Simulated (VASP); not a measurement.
Rh:

```
CELL_PARAMETERS angstrom
2.73098 0.00000 0.00000
-1.36549 2.36510 0.00000
0.00000 0.00000 4.42849
ATOMIC_POSITIONS crystal
Rh 0.66667 0.33333 0.75000
Rh 0.33333 0.66667 0.25000
```

* Program: VASP 6.6.1
* Task: relaxation of cell and atoms
* Functional: LDA
* Potentials or basis: VASP PAW LDA potentials, release 64 (Rh_pv)
* Cutoff: 600 eV
* k mesh: 14 × 14 × 8
* Occupations: fermi-dirac, width 0.15 eV
* Spin: no spin polarisation

At the start: pressure -17.7 GPa; volume 14.30 Å³/atom.

Task: How do energy, volume and symmetry change on relaxing?

Result: Over 9 steps the energy falls by 56.7 meV/atom and the volume is 13.35 Å³/atom (-6.7 %); space group P6_3/mmc (No. 194, to 0.05 Å).

The path:
| step | energy change (eV) | largest force (eV/Å) | pressure (GPa) | volume (Å³) |
| --- | --- | --- | --- | --- |
| 1 | 0.0000 | 0.0000 | -17.75 | 28.60 |
| 2 | 0.7751 | 0.0000 | 80.76 | 22.53 |
| 3 | -0.1126 | 0.0000 | -1.30 | 26.82 |
| 4 | -0.1131 | 0.0000 | -0.29 | 26.73 |
| 5 | -0.1131 | 0.0000 | 0.14 | 26.70 |
| 6 | -0.1133 | 0.0000 | 0.10 | 26.70 |
| 7 | -0.1133 | 0.0000 | 0.11 | 26.70 |
| 8 | -0.1133 | 0.0000 | 0.11 | 26.70 |
| 9 | -0.1133 | 0.0000 | 0.11 | 26.70 |

Final structure:
```cif
data_structure
_symmetry_space_group_name_H-M 'P 1'
_symmetry_Int_Tables_number 1
_cell_length_a 2.6747
_cell_length_b 2.6747
_cell_length_c 4.3097
_cell_angle_alpha 90.000
_cell_angle_beta 90.000
_cell_angle_gamma 120.000
_cell_volume 26.70
loop_
_atom_site_label
_atom_site_type_symbol
_atom_site_fract_x
_atom_site_fract_y
_atom_site_fract_z
_atom_site_occupancy
Rh1 Rh 0.66667 0.33333 0.75000 1
Rh2 Rh 0.33333 0.66667 0.25000 1
```
